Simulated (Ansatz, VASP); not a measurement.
**C in VASP and in Ansatz**

Contents of INCAR:

```
  ALGO = Normal
  EDIFF = 1E-6
  ENCUT = 600
  GGA = PE
  GGA_COMPAT = False
  ISIF = 2
  ISMEAR = 1
  LASPH = True
  LCHARG = False
  LREAL = False
  LWAVE = False
  NBANDS = 11
  NELM = 120
  PREC = Accurate
  SIGMA = 0.05
```

KPOINTS

```
k-points
0
Gamma
  14 14 14
```

Contents of POSCAR:

```
C
1.0
    0.0000000000      1.7834500000      1.7834500000
    1.7834500000      0.0000000000      1.7834500000
    1.7834500000      1.7834500000      0.0000000000
C
2
Direct
    0.5000000000      0.5000000000      0.5000000000
    0.7500000000      0.7500000000      0.7500000000
```

Input for Ansatz:

```yaml
crystal:
  lattice:
    - [0.0, 1.78345, 1.78345]
    - [1.78345, 0.0, 1.78345]
    - [1.78345, 1.78345, 0.0]
  atoms:
    - { symbol: C, position: [0.5, 0.5, 0.5] }
    - { symbol: C, position: [0.75, 0.75, 0.75] }
hamiltonian:
  xc: pbe
  pseudopotentials: { kind: paw }
basis:
  ecutwfc: 420
kpoints:
  mp_grid: { grid: [14, 14, 14] }
scf:
  occupations: { method: cold, width: 0.05 }
  lower_state_search: "off"
  max_iter: 80
output:
  forces: true
  stress: true
```

Alike in both runs: task single point; functional PBE; k mesh 14 × 14 × 14; no spin polarisation.

|  | VASP | Ansatz |
| --- | --- | --- |
| version | VASP 6.6.1 | Ansatz 0.2.0 |
| potentials or method | VASP PAW PBE potentials, release 64 (C), cutoff 600 eV | PAW, plane waves, scalar-relativistic |
| occupations | methfessel-paxton of order 1, width 0.05 eV | cold, width 0.05 eV |
| valence electrons in the cell | 8 | 8 |

```tsv
	VASP	Ansatz	Ansatz less VASP
pressure (GPa)	1.7	1.7	0.00
```
